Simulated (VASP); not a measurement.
# Al (I4/mmm) in VASP: further runs, part 2 of 2

VASP 6.6.1. Earlier steps stand in the parts before.

## 3. Single point, PBEsol (strain +0.000 along x and y, -0.050 along z)

The input, INCAR:

```
SYSTEM = Al
ALGO = Normal ; EDIFF = 1E-7
ENCUT = 520 ; GGA = PS
ISIF = 2 ; ISMEAR = 0
LASPH = .TRUE. ; LCHARG = .TRUE.
LELF = .TRUE. ; LREAL = .FALSE.
LVHAR = .TRUE. ; LWAVE = .FALSE.
NBANDS = 8 ; NELM = 80
PREC = Accurate ; SIGMA = 0.15
```

The input, KPOINTS:

```
k-points
0
G
  20 20 20
  0 0 0
```

The input, POSCAR:

```
Al
1.0
    0.0000000000      2.0239800000      1.9227810000
    2.0239800000      0.0000000000      1.9227810000
    2.0239800000      2.0239800000      0.0000000000
Al
1
Direct
    0.0000000000      0.0000000000      0.0000000000
```

Potentials or basis: VASP PAW PBE potentials, release 64 (Al).

Run with:

```sh
$ cat potpaw_PBE.64/Al/POTCAR > POTCAR
$ mpirun -np 1 vasp_std > vasp.out
```

OUTCAR:

```text
SYSTEM = Al
   EDIFF = 1E-7
   ENCUT = 520
   GGA = PS
   ISIF = 2
   ISMEAR = 0
   LASPH = .TRUE.
   LREAL = .FALSE.
   NELM = 80
   PREC = Accurate

 ion  position               nearest neighbor table
   1  0.000  0.000  0.000-

  LATTYP: Found a body centered tetragonal cell.
 ALAT       =     2.8623399660
 C/A-ratio  =     1.3435028843

  Lattice vectors:

 A1 = (   0.0000000000,  -2.0239800000,  -1.9227810000)
 A2 = (   0.0000000000,   2.0239800000,  -1.9227810000)
 A3 = (   2.0239800000,   0.0000000000,   1.9227810000)

Analysis of symmetry for initial positions (statically):
=====================================================================
 Subroutine PRICEL returns:
 Original cell was already a primitive cell.

 Routine SETGRP: Setting up the symmetry group for a
 body centered tetragonal supercell.

 Subroutine GETGRP returns: Found 16 space group operations
 (whereof 16 operations were pure point group operations)
 out of a pool of 16 trial point group operations.

The static configuration has the point symmetry D_4h.

Analysis of symmetry for dynamics (positions and initial velocities):
=====================================================================
 Subroutine PRICEL returns:
 Original cell was already a primitive cell.

 Routine SETGRP: Setting up the symmetry group for a
 body centered tetragonal supercell.

 Subroutine GETGRP returns: Found 16 space group operations
 (whereof 16 operations were pure point group operations)
 out of a pool of 16 trial point group operations.

The dynamic configuration has the point symmetry D_4h.

 Subroutine INISYM returns: Found 16 space group operations
 (whereof 16 operations are pure point group operations),
 and found     1 'primitive' translations

[... 103 lines left out ...]
   NELECT =       3.0000    total number of electrons
   NUPDOWN=      -1.0000    fix difference up-down
   EMIN   =  10.00;   EMAX   =-10.00  energy-range for DOS
   EFERMI =   0.00;   METHOD = LEGACY
   ISMEAR =     0;   SIGMA  =   0.15  broadening in eV -4-tet -1-fermi 0-gaus
   EFERMI_NEDOS =   21; number of points for ismear=-14 and -15
   IALGO  =     38    algorithm
   IMIX   =      4    mixing-type and parameters
     AMIX     =   0.40;   BMIX     =  1.00
     AMIX_MAG =   1.60;   BMIX_MAG =  1.00
  volume/ion in A,a.u.               =      15.75       106.31
  Fermi-wavevector in a.u.,A,eV,Ry     =   0.941870  1.779877 12.069999  0.887120
  Thomas-Fermi vector in A             =   2.069424
   LORBIT       =      0    0 simple, 1 ext, 2 COOP (PROOUT), +10 PAW based schemes
   GGA     = PS    functional components
   LHFCALC =     F    Hartree Fock is set to
   AEXX    =    0.0000 exact exchange contribution
   IVDW    =     0    specifies the selected vdW correction
   LEPSILON=     F    determine dielectric tensor
   LRPA    =     F    only Hartree local field effects (RPA)
 non-spin polarized calculation
 Gauss-broadening in eV      SIGMA  =   0.15
  energy-cutoff  :      520.00
  volume of cell :       15.75
 maximum number of plane-waves:       443
 NGX is ok and might be reduce to    24
   NGX = 11   NGY = 11   NGZ = 11

 number of electron       3.0000000 magnetization

 Free energy of the ion-electron system (eV)
  ---------------------------------------------------
  ext. energy  EPLUGINS =         0.00000000
  ---------------------------------------------------
  free energy    TOTEN  =        -4.08676894 eV

  energy without entropy =       -4.08284905  energy(sigma->0) =       -4.08480900

 E-fermi :   8.4386     XC(G=0): -10.4269

 val. band max:        8.4252032151   @ k =  -0.4500   0.3000   0.2000
 cond. band min:       8.4393479291   @ k =   0.5000   0.3000   0.0000
 fundamental gap:      0.0141447140
 Fermi energy:         8.4385941756

 k-point     1 :       0.0000    0.0000    0.0000
  band No.  band energies     occupation
      1      -3.0129      2.00000
      2      21.1432      0.00000
      3      21.1432      0.00000
      4      21.6982      0.00000
      5      23.0474      0.00000
      6      23.2205      0.00000
      7      23.2205      0.00000
      8      25.3084      0.00000
[... 243 lines left out ...]
 k-point    24 :      -0.3500    0.0500    0.0000
  band No.  band energies     occupation
      1       0.7251      2.00000
      2       7.9706      1.99999
      3      18.7639      0.00000
      4      19.9261      0.00000
      5      20.2597      0.00000
      6      21.8224      0.00000
      7      23.6255      0.00000
      8      27.6328      0.00000

 [... further k-points ...]
[... 5 lines left out ...]
  --------------------------------------------------------------------------------------
  -------------------------------------------------------------------------------------
  Total        0.1490002      0.1490002      0.4708798      0.0000000     -0.0000000      0.0000000
  in kB       15.1539226     15.1539226     47.8903917      0.0000000     -0.0000000      0.0000000
  external PRESSURE =      26.0660790 kB  Pullay stress =       0.0000000 kB

 VOLUME and BASIS-vectors are now :
 -----------------------------------------------------------------------------
  energy-cutoff  :      520.00
  volume of cell :       15.75
      direct lattice vectors                 reciprocal lattice vectors
     0.000000000  2.023980000  1.922781000    -0.247038014  0.247038014  0.260040015
     2.023980000  0.000000000  1.922781000     0.247038014 -0.247038014  0.260040015
     2.023980000  2.023980000  0.000000000     0.247038014  0.247038014 -0.260040015

 POSITION                                       TOTAL-FORCE (eV/Angst)
 -----------------------------------------------------------------------------------
      0.00000      0.00000      0.00000         0.000000      0.000000      0.000000
 -----------------------------------------------------------------------------------
    total drift:                               -0.000000      0.000000      0.000000

  FREE ENERGIE OF THE ION-ELECTRON SYSTEM (eV)
  ---------------------------------------------------
  free  energy   TOTEN  =        -4.0867689419 eV

  energy  without entropy=       -4.0828490536  energy(sigma->0) =       -4.08480900
```

OSZICAR:

```text
N       E                     dE             d eps       ncg     rms          rms(c)
DAV:   1    -0.266353634014E+01   -0.26635E+01   -0.87962E+02 10288   0.205E+02
DAV:   2    -0.410907941593E+01   -0.14455E+01   -0.13970E+01 14400   0.191E+01
DAV:   3    -0.411591832642E+01   -0.68389E-02   -0.68351E-02 13248   0.147E+00
DAV:   4    -0.411593579915E+01   -0.17473E-04   -0.17473E-04 16304   0.642E-02
DAV:   5    -0.411593582827E+01   -0.29120E-07   -0.29462E-07 13344   0.147E-03    0.148E+00
DAV:   6    -0.409853232267E+01    0.17404E-01   -0.19768E-03 13712   0.185E-01    0.836E-01
DAV:   7    -0.408678657812E+01    0.11746E-01   -0.54331E-03 13272   0.297E-01    0.179E-01
DAV:   8    -0.408676979106E+01    0.16787E-04   -0.20754E-05 15208   0.306E-02    0.153E-02
DAV:   9    -0.408676914064E+01    0.65042E-06   -0.29588E-07 14528   0.257E-03    0.726E-04
DAV:  10    -0.408676894701E+01    0.19364E-06   -0.30137E-09 13360   0.349E-04    0.380E-04
DAV:  11    -0.408676894191E+01    0.50924E-08   -0.87835E-11  7408   0.497E-05
   1 F= -.40867689E+01 E0= -.40848090E+01  d E =-.391989E-02
```

It took 42 s on 1 thread of AMD EPYC 9R45 (Zen 5), shared host; peak memory 0.16 GiB.

What came out:

```
Free energy : -4.0868 eV
Pressure    : 2.6 GPa
```

Caveat: the cell differs from its parent crystal (strain +0.000 along x and y, -0.050 along z); the PAW data sets were made with another functional, which shifts forces and pressure a little.

## 4. Single point, PBEsol (strain +0.025 along x and y, -0.025 along z)

The input, INCAR:

```
PREC = Accurate
ENCUT = 520
EDIFF = 1E-6
ISMEAR = 0
SIGMA = 0.15
LREAL = F
LASPH = T
NELM = 60
ALGO = Normal
ISIF = 2
LWAVE = F
LCHARG = T
GGA = PS
LELF = T
LVHAR = T
NBANDS = 8
```

The input, KPOINTS:

```
regular mesh
0
Gamma
  20 20 20
```

The input, POSCAR:

```
Al
1.0
    0.0000000000      2.0745795000      1.9733805000
    2.0745795000      0.0000000000      1.9733805000
    2.0745795000      2.0745795000      0.0000000000
Al
1
Direct
    0.0000000000      0.0000000000      0.0000000000
```

Run with:

```sh
$ cat potpaw_PBE.64/Al/POTCAR > POTCAR
$ mpirun -np 1 vasp_std > vasp.out
```

Run time: 22 s. Hardware: 1 thread of Intel Xeon 6975P-C (Granite Rapids), shared host; peak memory 0.19 GiB.

Results (log left out):

- Free energy: -4.0824 eV
- Pressure: -3.4 GPa

Stress tensor (GPa, compression positive):
```
-4.16  0.00  0.00
 0.00 -4.16  0.00
 0.00  0.00 -1.89
```

Levels at points of the mesh, in eV from the Fermi level:
```tsv
k point	band 1	band 2	band 3	band 4
(0.00, 0.00, 0.00)	-10.94	12.29	12.29	12.81
(0.50, 0.00, 0.00)	-4.48	-4.33	10.50	10.76
(0.50, 0.50, 0.00)	-2.36	-0.93	4.86	4.86
(0.50, 0.00, 0.50)	-3.09	-1.95	5.46	5.60
```

Caveat: the cell differs from its parent crystal (strain +0.025 along x and y, -0.025 along z); the PAW data sets were made with another functional, which shifts forces and pressure a little.

## 5. Single point, PBEsol (strain +0.050 along x and y, -0.025 along z)

The input, INCAR:

```
  PREC = Accurate
  ENCUT = 520
  EDIFF = 1E-7
  ISMEAR = 0
  SIGMA = 0.15
  LREAL = F
  LASPH = T
  NELM = 60
  ALGO = Fast
  ISIF = 2
  LWAVE = F
  LCHARG = F
  GGA = PS
  NBANDS = 8
```

The input, KPOINTS:

```
Automatic mesh
0
Gamma
  20 20 20
```

The input, POSCAR:

```
Al
1.0
    0.0000000000      2.1251790000      1.9733805000
    2.1251790000      0.0000000000      1.9733805000
    2.1251790000      2.1251790000      0.0000000000
Al
1
Direct
    0.0000000000      0.0000000000      0.0000000000
```

Run with:

```sh
$ cat potpaw_PBE.64/Al/POTCAR > POTCAR
$ mpirun -np 1 vasp_std > vasp.out
```

Wall time 27 s (1 thread of Intel Xeon 6975P-C (Granite Rapids), shared host); peak memory 0.2 GiB.

The run converged. Its results:

* Free energy: -4.0528 eV
* Pressure: -6.1 GPa

Stress tensor (GPa, compression positive):
```
-6.84  0.00  0.00
 0.00 -6.84  0.00
 0.00  0.00 -4.62
```

Levels at points of the mesh, in eV from the Fermi level:
| k point | band 1 | band 2 | band 3 | band 4 | band 5 |
| --- | --- | --- | --- | --- | --- |
| (0.00, 0.00, 0.00) | -10.60 | 12.01 | 12.01 | 12.74 | 13.00 |
| (0.50, 0.00, 0.00) | -4.28 | -4.25 | 9.80 | 10.33 | 11.08 |
| (0.50, 0.50, 0.00) | -2.01 | -0.59 | 4.41 | 4.41 | 4.72 |
| (0.50, 0.00, 0.50) | -3.05 | -2.09 | 5.48 | 5.57 | 5.97 |

Caveat: the cell differs from its parent crystal (strain +0.050 along x and y, -0.025 along z); the PAW data sets were made with another functional, which shifts forces and pressure a little.

## 6. Single point, PBEsol (strain +0.050 along x and y, +0.000 along z)

The input, INCAR:

```
  ALGO = Normal
  EDIFF = 1E-6
  ENCUT = 520
  GGA = PS
  ISIF = 2
  ISMEAR = 0
  LASPH = True
  LCHARG = True
  LELF = True
  LREAL = False
  LVHAR = True
  LWAVE = False
  NBANDS = 8
  NELM = 60
  PREC = Accurate
  SIGMA = 0.15
```

The input, KPOINTS:

```
k-points
0
Gamma
  20 20 20
```

The input, POSCAR:

```
Al
1.0
    0.0000000000      2.1251790000      2.0239800000
    2.1251790000      0.0000000000      2.0239800000
    2.1251790000      2.1251790000      0.0000000000
Al
1
Direct
    0.0000000000      0.0000000000      0.0000000000
```

Potentials or basis: VASP PAW PBE potentials, release 64 (Al).

Run with:

```sh
$ cat potpaw_PBE.64/Al/POTCAR > POTCAR
$ mpirun -np 1 vasp_std > vasp.out
```

OUTCAR:

```text
EDIFF = 1E-6
   ENCUT = 520
   GGA = PS
   ISIF = 2
   ISMEAR = 0
   LASPH = True
   LREAL = False
   NELM = 60
   PREC = Accurate

 ion  position               nearest neighbor table
   1  0.000  0.000  0.000-

  LATTYP: Found a body centered tetragonal cell.
 ALAT       =     3.0054569643
 C/A-ratio  =     1.3468700594

  Lattice vectors:

 A1 = (   0.0000000000,  -2.1251790000,  -2.0239800000)
 A2 = (   0.0000000000,   2.1251790000,  -2.0239800000)
 A3 = (   2.1251790000,   0.0000000000,   2.0239800000)

[... 435 lines left out ...]
      1      -0.1209      2.00000
      2       6.4811      1.99998
      3      16.2054      0.00000
      4      17.1288      0.00000
      5      17.9246      0.00000
      6      19.1203      0.00000
      7      20.6524      0.00000
      8      24.3546      0.00000

 [... further k-points ...]
[... 5 lines left out ...]
  --------------------------------------------------------------------------------------
  -------------------------------------------------------------------------------------
  Total       -0.9149342     -0.9149342     -0.7246294      0.0000000      0.0000000     -0.0000000
  in kB      -80.1813184    -80.1813184    -63.5037393      0.0000000      0.0000000     -0.0000000
  external PRESSURE =     -74.6221254 kB  Pullay stress =       0.0000000 kB

 VOLUME and BASIS-vectors are now :
 -----------------------------------------------------------------------------
  energy-cutoff  :      520.00
  volume of cell :       18.28
      direct lattice vectors                 reciprocal lattice vectors
     0.000000000  2.125179000  2.023980000    -0.235274299  0.235274299  0.247038014
     2.125179000  0.000000000  2.023980000     0.235274299 -0.235274299  0.247038014
     2.125179000  2.125179000  0.000000000     0.235274299  0.235274299 -0.247038014

 POSITION                                       TOTAL-FORCE (eV/Angst)
 -----------------------------------------------------------------------------------
      0.00000      0.00000      0.00000        -0.000000      0.000000      0.000000
 -----------------------------------------------------------------------------------
    total drift:                                0.000000      0.000000      0.000000

  FREE ENERGIE OF THE ION-ELECTRON SYSTEM (eV)
  ---------------------------------------------------
  free  energy   TOTEN  =        -4.0373494070 eV

  energy  without entropy=       -4.0329186798  energy(sigma->0) =       -4.03513404
```

stdout:

```text
POSCAR found type information on POSCAR Al
 POSCAR found :  1 types and       1 ions
 scaLAPACK will be used
 -----------------------------------------------------------------------------
|                                                                             |
|                                                                             |
|     You enforced a specific xc type in the INCAR file but a different       |
|     I HOPE YOU KNOW WHAT YOU ARE DOING!                                     |
|                                                                             |
 -----------------------------------------------------------------------------

 LDA part: xc-table for (Slater+PW92), standard interpolation
 POSCAR, INCAR and KPOINTS ok, starting setup
 FFT: planning ... GRIDC
 FFT: planning ... GRID_SOFT
 FFT: planning ... GRID
 WAVECAR not read
 entering main loop
```

Wall time 20 s (1 thread of Intel Xeon 6975P-C (Granite Rapids), shared host); peak memory 0.19 GiB.

What came out:

| Quantity | Value |
| --- | --- |
| Free energy | -4.0373 eV |
| Pressure | -7.5 GPa |

Caveat: the cell differs from its parent crystal (strain +0.050 along x and y, +0.000 along z); the PAW data sets were made with another functional, which shifts forces and pressure a little.

## 7. Overview

```tsv
cell	gap on the mesh (eV)	pressure (GPa)
a = 2.866, b = 2.866, c = 2.719 Å, angles 61.7, 61.7, 56.6°, 1 atom	none	3.5
a = 2.792, b = 2.792, c = 2.862 Å, angles 59.2, 59.2, 61.7°, 1 atom	none	2.6
a = 2.863, b = 2.863, c = 2.934 Å, angles 59.2, 59.2, 61.6°, 1 atom	none	-3.4
a = 2.900, b = 2.900, c = 3.005 Å, angles 58.8, 58.8, 62.4°, 1 atom	none	-6.1
a = 2.935, b = 2.935, c = 3.005 Å, angles 59.2, 59.2, 61.6°, 1 atom	none	-7.5
```

Alike in all rows: task single point; level PBEsol; potentials or basis VASP PAW PBE potentials, release 64 (Al); no spin polarisation; k mesh 20 × 20 × 20; cutoff (eV) 520; smearing gaussian 0.15 eV.

Caveats: the PAW data sets were made with another functional, which shifts forces and pressure a little.

Absolute energies hang on the potentials; compare differences alone.
